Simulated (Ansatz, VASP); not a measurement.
One calculation of C, two programs

The input POSCAR:

```
C
1.0
    1.2280479700     -2.1270618200      0.0000000000
    1.2280479700      2.1270618200      0.0000000000
    0.0000000000      0.0000000000      7.1732677600
C
4
Direct
    0.0833794600      0.9166205400      0.7531376000
    0.5833794600      0.4166205400      0.2468624000
    0.9166205400      0.0833794600      0.2468624000
    0.4166205400      0.5833794600      0.7531376000
```

Contents of INCAR.step1:

```
SYSTEM = C
ALGO = Normal
EDIFF = 1E-4
ENCUT = 520
GGA = PE
ISMEAR = 0
LASPH = .TRUE.
LCHARG = .FALSE.
LREAL = .FALSE.
LWAVE = .TRUE.
NBANDS = 16
NELM = 80
PREC = Accurate
SIGMA = 0.1
```

File INCAR.step2:

```
SYSTEM = C
ALGO = Normal
EDIFF = 1E-6
ENCUT = 520
ISIF = 2
ISMEAR = 0
ISTART = 1
LASPH = .TRUE.
LCHARG = .FALSE.
LMIXTAU = .TRUE.
LREAL = .FALSE.
LWAVE = .FALSE.
METAGGA = R2SCAN
NBANDS = 16
NELM = 80
PREC = Accurate
SIGMA = 0.1
```

The input KPOINTS:

```
k-points
0
G
  12 12 4
  0 0 0
```

Input for Ansatz:

```yaml
crystal:
  lattice:
    - [1.22804797, -2.12706182, 0.0]
    - [1.22804797, 2.12706182, 0.0]
    - [0.0, 0.0, 7.17326776]
  atoms:
    - { symbol: C, position: [0.08337946, 0.91662054, 0.7531376] }
    - { symbol: C, position: [0.58337946, 0.41662054, 0.2468624] }
    - { symbol: C, position: [0.91662054, 0.08337946, 0.2468624] }
    - { symbol: C, position: [0.41662054, 0.58337946, 0.7531376] }
basis:
  ecutwfc: 500
kpoints:
  mp_grid: { grid: [12, 12, 4] }
hamiltonian:
  xc: r2scan
scf:
  occupations: { method: gaussian, width: 0.1 }
output:
  forces: true
  stress: true
  eigenvalues: true
```

Alike in both runs: task single point; functional r2SCAN; k mesh 12 × 12 × 4; occupations gaussian, width 0.1 eV; no spin polarisation.

|  | VASP | Ansatz |
| --- | --- | --- |
| version | VASP 6.6.1 | Ansatz 0.2.0 |
| potentials or method | VASP PAW PBE potentials, release 64 (C), cutoff 520 eV | scalar-relativistic, plane waves, PAW |
| valence electrons in the cell | 16 | 16 |

|  | VASP | Ansatz | Ansatz less VASP |
| --- | --- | --- | --- |
| gap on the k mesh at the Fermi level (eV) | 0.03 | 0.03 | 0.000 |
| least direct gap on the mesh (eV) | 0.03 | 0.03 | 0.000 |
| pressure (GPa) | 0.5 | -0.1 | -0.63 |
| traceless stress, the component that is largest in VASP (GPa) | -0.89 | -0.15 | +0.739 |
| rms of the force components (eV/Å) | 0.013 | 0.013 | -0.0001 |

VASP's potentials were made for PBE, not for r2SCAN. Atom by atom the forces differ by 0.000 eV/Å (rms over components).
